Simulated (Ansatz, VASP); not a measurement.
One calculation of Ta4NiO11, two programs

POSCAR

```
Ta4NiO11
1.0
    5.2928500000     -0.0003200000     -0.0251800000
   -0.0419000000      5.3356900000      0.0234000000
   -0.4762000000     -0.0799900000      7.8960900000
Ta Ni O
4 1 11
Direct
    0.5226100000      0.4636400000      0.5184300000
    0.5553200000      0.5316300000      0.9808300000
    0.0233800000      0.9883200000      0.5096100000
    0.0491600000      0.0248400000      0.0168900000
    0.0653800000      0.5799800000      0.2689800000
    0.9671100000      0.9383400000      0.2389200000
    0.2100500000      0.2832400000      0.4299000000
    0.2728700000      0.7199500000      0.0614500000
    0.3388800000      0.2382000000      0.0368200000
    0.3066500000      0.7534100000      0.4587400000
    0.5010300000      0.4485800000      0.7499100000
    0.7056400000      0.1633200000      0.4873200000
    0.7330200000      0.8335800000      0.9406000000
    0.8528400000      0.3649700000      0.0789600000
    0.8188900000      0.6556100000      0.4758400000
    0.0771800000      0.0123900000      0.7468000000
```

Contents of INCAR.step1:

```
SYSTEM = Ta4NiO11
ALGO = Normal ; EDIFF = 1E-5
ENCUT = 520 ; GGA = PE
GGA_COMPAT = .FALSE. ; ISIF = 2
ISMEAR = -1 ; ISPIN = 2
LASPH = .TRUE. ; LCHARG = .FALSE.
LMAXMIX = 4 ; LORBIT = 11
LREAL = .FALSE. ; LUSENCCL = .FALSE.
LWAVE = .TRUE. ; MAGMOM = 0 0 0 0 1 0 0 0 0 0 0 0 0 0 0 0
NBANDS = 78 ; NELM = 200
PREC = Accurate ; SIGMA = 0.05
```

Contents of INCAR.step2:

```
SYSTEM = Ta4NiO11
AEXX = 0.25 ; ALGO = Normal
EDIFF = 1E-6 ; ENCUT = 520
GGA = PE ; GGA_COMPAT = .FALSE.
HFSCREEN = 0.3 ; ISIF = 2
ISMEAR = -1 ; ISPIN = 2
ISTART = 1 ; LASPH = .TRUE.
LCHARG = .FALSE. ; LHFCALC = .TRUE.
LMAXMIX = 4 ; LORBIT = 11
LREAL = .FALSE. ; LUSENCCL = .FALSE.
LWAVE = .FALSE. ; MAGMOM = 0 0 0 0 1 0 0 0 0 0 0 0 0 0 0 0
NBANDS = 78 ; NELM = 200
PREC = Accurate ; PRECFOCK = Fast
SIGMA = 0.05
```

Contents of KPOINTS:

```
k-points
0
G
  2 2 2
  0 0 0
```

Contents of input.yaml:

```yaml
crystal:
  lattice:
    - [5.29285, -0.00032, -0.02518]
    - [-0.0419, 5.33569, 0.0234]
    - [-0.4762, -0.07999, 7.89609]
  atoms:
    - { symbol: Ta, position: [0.52261, 0.46364, 0.51843] }
    - { symbol: Ta, position: [0.55532, 0.53163, 0.98083] }
    - { symbol: Ta, position: [0.02338, 0.98832, 0.50961] }
    - { symbol: Ta, position: [0.04916, 0.02484, 0.01689] }
    - { symbol: Ni, position: [0.06538, 0.57998, 0.26898], spin: 1.0 }
    - { symbol: O, position: [0.96711, 0.93834, 0.23892] }
    - { symbol: O, position: [0.21005, 0.28324, 0.4299] }
    - { symbol: O, position: [0.27287, 0.71995, 0.06145] }
    - { symbol: O, position: [0.33888, 0.2382, 0.03682] }
    - { symbol: O, position: [0.30665, 0.75341, 0.45874] }
    - { symbol: O, position: [0.50103, 0.44858, 0.74991] }
    - { symbol: O, position: [0.70564, 0.16332, 0.48732] }
    - { symbol: O, position: [0.73302, 0.83358, 0.9406] }
    - { symbol: O, position: [0.85284, 0.36497, 0.07896] }
    - { symbol: O, position: [0.81889, 0.65561, 0.47584] }
    - { symbol: O, position: [0.07718, 0.01239, 0.7468] }
hamiltonian:
  xc: { exchange: pbe, correlation: pbe, exx: { coeff: 0.25, omega: 0.3 } }
  pseudopotentials: { kind: paw }
magnetization:
  spin_polarized: true
kpoints:
  mp_grid: { grid: [2, 2, 2] }
scf:
  occupations: { method: fermi_dirac, width: 0.05 }
output:
  forces: true
  stress: true
  eigenvalues: true
  write_density: true
  write_potential: true
  elf: true
  volumetric_format: npy
```

Alike in both runs: task single point; functional PBE-based screened hybrid; k mesh 2 × 2 × 2; occupations fermi-dirac, width 0.05 eV; collinear spin.

|  | VASP | Ansatz |
| --- | --- | --- |
| version | VASP 6.6.1 | Ansatz 0.2.0 |
| potentials or method | VASP PAW PBE potentials, release 64 (Ta_pv, Ni, O) | Ansatz PAW |
| plane-wave cutoff (eV) | 520 | 420 |
| valence electrons in the cell | 120 | 136 |

```csv
,VASP,Ansatz,Ansatz less VASP
gap on the k mesh at the Fermi level (eV),4.10,4.16,+0.064
least direct gap on the mesh (eV),4.10,4.16,+0.064
pressure (GPa),-4.9,-5.3,-0.36
"traceless stress, the component that is largest in VASP (GPa)",0.28,0.26,-0.027
rms of the force components (eV/Å),0.153,0.175,+0.0212
net moment per atom (μB),0.13,0.12,0.000
size of the moment on the site where the two differ most (μB),1.71,1.69,-0.024
```

VASP's potentials were made for PBE, not for PBE-based screened hybrid. Site moments also hang on the region over which each program counts them. Atom by atom the forces differ by 0.027 eV/Å (rms over components). VASP's potentials hold 120 valence electrons a cell and Ansatz's 136, so a difference there can come from the potentials and not from the codes.

The k mesh is coarse, so the values compare programs but aren't converged. Spin-orbit coupling is off throughout. Noted on Ansatz's run: the magnetic or orbital state may not be the lowest.
